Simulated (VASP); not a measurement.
# CdS: phonons with r2SCAN

Crystal: CdS.

```
CELL_PARAMETERS angstrom
2.72688 2.72688 0.00000
-2.72688 2.72688 0.00000
0.00000 2.72688 2.72688
ATOMIC_POSITIONS crystal
Cd 0.00000 0.00000 0.00000
S 0.50000 0.50000 0.00000
```

```yaml
Program: VASP 6.6.1
Task: phonons
Functional: r2SCAN
Potentials_or_basis: VASP PAW PBE potentials, release 64 (Cd, S)
Cutoff: 520 eV
k_mesh: 8 × 8 × 8
Occupations: gaussian, width 0.01 eV
Spin: no spin polarisation
Dipole_correction: no
Further_INCAR_settings: ALGO = Normal; EDIFF = 1e-08; IBRION = 6; POTIM = 0.015; NSW = 1
```

```json
{
 "Highest phonon frequency at Γ, LO-TO splitting left out": "142 cm⁻¹"
}
```

Phonon frequencies in cm⁻¹ (negative: imaginary):
```csv
q point,frequencies
"(0.000, 0.000, 0.000)",0 0 0 142 142 142
```

Wall time 4.5 min on 1 thread of Intel(R) Xeon(R) 6975P-C (Granite Rapids) (shared host), peak memory 0.21 GiB.
